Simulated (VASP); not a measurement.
Write the native input for VASP 6.6.1 that does the following.

```yaml
Task: relaxation of the atoms
Functional: PBE
Potentials_or_basis: VASP PAW PBE potentials, release 64 (B, N)
Cutoff: 520 eV
k_mesh: 13 × 13 × 5
Occupations: fermi-dirac, width 0.02 eV
Spin: no spin polarisation
Dipole_correction: no
Further_INCAR_settings: ALGO = Normal; EDIFF = 1e-06; IBRION = 2; EDIFFG = -0.02; NSW = 80
```

The structure of BN lies in POSCAR:

```
BN
1.0
    2.5056714675      0.0000000000      0.0000000000
   -1.2528357338      2.1699751444      0.0000000000
    0.0000000000      0.0000000000      6.5088269066
B N
2 2
Direct
    0.3333333333      0.6666666667      0.2500000000
    0.6666666667      0.3333333333      0.7500000000
    0.3333333333      0.6666666667      0.7500000000
    0.6666666667      0.3333333333      0.2500000000
```

This cell differs from its parent crystal: volume scaled by 0.96.

The input as run:

INCAR

```
SYSTEM = BN
  PREC = Accurate
  ENCUT = 520
  EDIFF = 1E-6
  ISMEAR = -1
  SIGMA = 0.02
  LREAL = .False.
  LASPH = .True.
  NELM = 100
  ALGO = Normal
  ISIF = 2
  LWAVE = .False.
  LCHARG = .False.
  GGA = PE
  IBRION = 2
  NSW = 80
  EDIFFG = -0.02
```

KPOINTS

```
Automatic mesh
0
Gamma
  13 13 5
  0 0 0
```

Potentials or basis: VASP PAW PBE potentials, release 64 (B, N).

Command:

```sh
$ cat potpaw_PBE.64/B/POTCAR potpaw_PBE.64/N/POTCAR > POTCAR
$ mpirun -np 1 vasp_std > vasp.out
```

Results of the run:

The pressure after relaxing is 3.3 GPa and the band gap on the k mesh is 4.26 eV, indirect (least direct gap 4.63 eV).

Caveat: the relaxation stopped at its first step, so nothing moved; this functional lacks dispersion, which binds the layers, so the pressure and a relaxed spacing across them are unreliable.

Wall time 13 s on 1 thread of Intel Xeon 6975P-C, on a shared host, peak memory 0.16 GiB.
